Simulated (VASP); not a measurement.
## Ni2H: relaxation of shape and atoms at fixed volume with LDA

Ni2H:

```
Ni H
1.0
     2.47418    0.00000    0.00000
    -1.23709    2.14270    0.00000
     0.00000    0.00000    4.09006
Ni H
2 1
Direct
  0.66667 0.33333 0.76845
  0.33333 0.66667 0.28755
  0.00000 0.00000 0.02800
```

- Program: VASP 6.6.1
- Task: relaxation of shape and atoms at fixed volume
- Functional: LDA
- Potentials or basis: VASP PAW LDA potentials, release 64 (Ni, H)
- Cutoff: 600 eV
- k mesh: 18 × 18 × 10
- Occupations: fermi-dirac, width 0.15 eV
- Spin: no spin polarisation
- Dipole correction: no
- Further INCAR settings: ALGO = Fast; EDIFF = 1e-06; IBRION = 2; EDIFFG = -0.001; NSW = 80; ISIF = 4

- Energy gained by relaxing: 0.0 meV/atom
- Ionic steps: 4
- Pressure after relaxing: 5.2 GPa
- Band gap on the k mesh: zero (an odd number of electrons rules out a gap without spin polarisation)

Final structure:
```
Ni H
1.0
     2.47442    0.00000    0.00000
    -1.23721    2.14291    0.00000
     0.00000    0.00000    4.08926
Ni H
2 1
Direct
  0.66667 0.33333 0.76813
  0.33333 0.66667 0.28787
  0.00000 0.00000 0.02800
```

Levels at points of the mesh, in eV from the Fermi level:
| k point | band 7 | band 8 | band 9 | band 10 | band 11 | band 12 | band 13 | band 14 |
| --- | --- | --- | --- | --- | --- | --- | --- | --- |
| (0.00, 0.00, 0.00) | -1.89 | -1.89 | -1.40 | -1.40 | -0.46 | -0.46 | 4.99 | 15.76 |
| (0.50, 0.00, 0.00) | -1.87 | -0.26 | -0.25 | -0.13 | 0.63 | 2.73 | 7.78 | 8.11 |
| (0.00, 0.00, 0.50) | -2.18 | -2.18 | -0.76 | -0.76 | -0.70 | -0.70 | 11.38 | 12.18 |
| (0.50, 0.00, 0.50) | -1.34 | -0.93 | -0.19 | -0.18 | 0.33 | 0.56 | 5.88 | 5.88 |

Run time: 3.2 min on 1 thread of Oxide Virtual Turin-like Processor, with other jobs on the host, peak memory 0.2 GiB.

Spin polarisation is off, so any magnetic state and its effect on volume and gap are missing.
